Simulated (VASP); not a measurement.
Write the native input for VASP 6.6.1 that does the following.

| Quantity | Value |
| --- | --- |
| Task | single point |
| Functional | PBE |
| Potentials or basis | VASP PAW PBE potentials, release 64 (Ce, Li_sv) |
| Cutoff | 750 eV |
| k mesh | 6 × 6 × 6 |
| Occupations | fermi-dirac, width 0.05 eV |
| Spin | collinear spin, ferromagnetic start |
| Starting moments | [2.5, 2.5, 2.5, 0.0] μB |
| Dipole correction | no |
| Further INCAR settings | ALGO = Normal; EDIFF = 1e-06; NBANDS = 32 |

The structure of LiCe3 lies in POSCAR:

```
LiCe3
1.0
    4.7378700000      0.0000000000      0.0000000000
    0.0000000000      4.7378700000      0.0000000000
    0.0000000000      0.0000000000      4.7378700000
Ce Li
3 1
Direct
    0.5000000000      0.0000000000      0.5000000000
    0.0000000000      0.5000000000      0.5000000000
    0.5000000000      0.5000000000      0.0000000000
    0.0000000000      0.0000000000      0.0000000000
```

These files were run (other wordings do the same):

INCAR

```
PREC     = Accurate       # precision mode
ENCUT    = 750            # plane-wave cutoff, eV
EDIFF    = 1E-6           # SCF threshold, eV
ISMEAR   = -1             # smearing method
SIGMA    = 0.05           # smearing width, eV
LREAL    = F              # projectors in reciprocal space
LASPH    = T              # aspherical terms in the spheres
NELM     = 200            # most SCF steps
ALGO     = Normal         # electronic algorithm
ISIF     = 2              # what is computed and relaxed
LWAVE    = F              # write WAVECAR
LCHARG   = T              # write CHGCAR
ISPIN    = 2              # spin polarisation
MAGMOM   = 2.5 2.5 2.5 0  # initial moments
LORBIT   = 11             # projections on sites
LMAXMIX  = 6              # l up to which the mixer works
GGA      = PE             # functional
LELF     = T              # ELF
LVHAR    = T            
NBANDS   = 32             # bands
GGA_COMPAT= F
```

KPOINTS

```
regular mesh
0
Gamma
  6 6 6
```

Potentials or basis: VASP PAW PBE potentials, release 64 (Ce, Li_sv).

The run is started by

```console
$ cat potpaw_PBE.64/Ce/POTCAR potpaw_PBE.64/Li_sv/POTCAR > POTCAR
$ mpirun -np 1 vasp_std > vasp.out
```

Results of the run:

```
Pressure                                              : 0.0 GPa
Net moment                                            : 2.57 μB per cell
Site moments                                          : Ce +0.72; Li -0.00 μB
Valence electrons inside the program's atomic spheres : Ce 9.81; Li 2.11
```

Caveat: the magnetic or orbital state may not be the lowest.

Wall time 15 min on 1 thread of Intel Xeon 8259CL, on a shared host, peak memory 0.43 GiB.
